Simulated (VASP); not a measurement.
A run of VASP 6.6.1 is set up as follows.

The input INCAR:

```
ALGO = Normal
EDIFF = 1E-6
ENCUT = 520
ISIF = 2
ISMEAR = -1
LASPH = T
LCHARG = F
LREAL = F
LWAVE = F
NBANDS = 30
NELM = 100
PREC = Accurate
SIGMA = 0.1
```

File KPOINTS:

```
k-points
0
Gamma
  6 6 6
```

The input POSCAR:

```
Cu3Pt
1.0
    3.5381391574      0.0000000000      0.0000000000
    0.0000000000      3.5381391574      0.0000000000
    0.0000000000      0.0000000000      3.5381391574
Cu Pt
3 1
Direct
    0.0000000000      0.5000000000      0.5000000000
    0.5000000000      0.0000000000      0.5000000000
    0.5000000000      0.5000000000      0.0000000000
    0.0000000000      0.0000000000      0.0000000000
```

Potentials or basis: VASP PAW LDA potentials, release 64 (Cu, Pt).

Run with:

```bash
$ cat potpaw_LDA.64/Cu/POTCAR potpaw_LDA.64/Pt/POTCAR > POTCAR
$ mpirun -np 1 vasp_std > vasp.out
```

(1) What does it give for the pressure?

## Answers

(1) 21.0 GPa.
